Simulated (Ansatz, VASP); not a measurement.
## SrO in VASP and in Ansatz

File INCAR:

```
SYSTEM = SrO
  ALGO = Normal
  EDIFF = 1E-7
  ENCUT = 520
  ISIF = 2
  ISMEAR = 0
  LASPH = .TRUE.
  LCHARG = .FALSE.
  LREAL = .FALSE.
  LWAVE = .FALSE.
  NBANDS = 15
  NELM = 80
  PREC = Accurate
  SIGMA = 0.01
```

File KPOINTS:

```
k-points
0
G
  8 8 8
  0 0 0
```

POSCAR

```
SrO
1.0
    0.0000000000      2.7922805169      2.7922805169
    2.7922805169      0.0000000000      2.7922805169
    2.7922805169      2.7922805169      0.0000000000
Sr O
1 1
Direct
    0.0000000000      0.0000000000      0.0000000000
    0.2500000000      0.2500000000      0.2500000000
```

Input for Ansatz:

```yaml
crystal:
  lattice:
    - [0.0, 2.7922805169, 2.7922805169]
    - [2.7922805169, 0.0, 2.7922805169]
    - [2.7922805169, 2.7922805169, 0.0]
  atoms:
    - { symbol: Sr, position: [0.0, 0.0, 0.0] }
    - { symbol: O, position: [0.25, 0.25, 0.25] }
kpoints:
  mp_grid: { grid: [8, 8, 8] }
hamiltonian:
  xc: lda
scf:
  occupations: { method: fixed }
output:
  optics: { e_range: [0, 15], de: 0.05, sigma: 0.1 }
```

Alike in both runs: task single point; functional LDA; k mesh 8 × 8 × 8; no spin polarisation.

|  | VASP | Ansatz |
| --- | --- | --- |
| version | VASP 6.6.1 | Ansatz 0.2.0 |
| potentials or method | VASP PAW LDA potentials, release 64 (Sr_sv, O) | plane waves, PAW |
| plane-wave cutoff (eV) | 520 | 420 |
| occupations | gaussian, width 0.01 eV | fixed |
| valence electrons in the cell | 16 | 16 |

```csv
,VASP,Ansatz,Ansatz less VASP
gap on the k mesh at the Fermi level (eV),2.31,2.30,-0.014
```

LDA's correlation is that of Perdew and Zunger in VASP and of Perdew and Wang (1992) in Ansatz.
